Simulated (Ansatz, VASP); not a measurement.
# Al3GaAs4 in VASP and in Ansatz

```
Al Ga As
1.0
     4.05525    0.00000    0.00000
     0.00000    8.10950    0.00000
     0.00000    0.00000    5.72949
Al Ga As
3 1 4
Direct
  0.00000 0.00000 0.00035
  0.50000 0.24973 0.50001
  0.50000 0.75027 0.50001
  0.00000 0.50000 0.99984
  0.00000 0.75080 0.74913
  0.50000 0.00000 0.24988
  0.00000 0.24920 0.74913
  0.50000 0.50000 0.25164
```

Alike in both runs: functional PBE; k mesh 8 × 4 × 6; occupations gaussian, width 0.02 eV; no spin polarisation.

Ansatz relaxed the structure, and its values are those at the end. VASP's run is a single point on that final structure, the one shown.

|  | VASP | Ansatz |
| --- | --- | --- |
| version | VASP 6.6.1 | Ansatz 0.2.0 |
| potentials or method | VASP PAW PBE potentials, release 64 (Al, Ga_d, As), cutoff 520 eV | scalar-relativistic, plane waves, PAW |
| valence electrons in the cell | 42 | 82 |

|  | VASP | Ansatz | Ansatz less VASP |
| --- | --- | --- | --- |
| gap on the k mesh at the Fermi level (eV) | 1.30 | 1.30 | -0.003 |
| least direct gap on the mesh (eV) | 1.30 | 1.30 | -0.003 |
| pressure (GPa) | 0.2 | 0.0 | -0.16 |

VASP's potentials hold 42 valence electrons a cell and Ansatz's 82, so a difference there can come from the potentials and not from the codes.
